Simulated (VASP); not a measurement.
Cl, 1 atom in the cell. Symmetry: Pm-3m, No. 221, cubic system. The conventional cell has a = 2.605 Å, b = 2.605 Å, c = 2.605 Å, α = 90.00°, β = 90.00°, γ = 90.00°. Cl (site symmetry m-3m) has 6 Cl at 2.60 Å within 3.4 Å.  This cell differs from its parent crystal: volume scaled by 0.75.

```yaml
Program: VASP 6.6.1
Task: single point
Functional: PBE
Potentials_or_basis: VASP PAW PBE potentials, release 64 (Cl)
Cutoff: 520 eV
k_mesh: 15 × 15 × 15
Occupations: fermi-dirac, width 0.1 eV
Spin: no spin polarisation
Dipole_correction: no
Further_INCAR_settings: ALGO = Normal; EDIFF = 1e-06; NBANDS = 10
```

Potentials or basis: VASP PAW PBE potentials, release 64 (Cl).

Launch:

```bash
$ cat potpaw_PBE.64/Cl/POTCAR > POTCAR
$ mpirun -np 1 vasp_std > vasp.out
```

Hardware: 1 thread of AMD EPYC 7R13, with other jobs on the host.

Problem. How long does it take, and how much memory?

Solution. Run time: 20 s on 1 thread of AMD EPYC 7R13 (shared host), peak memory 0.1 GiB. Counts: scf iterations 11, k points 120.
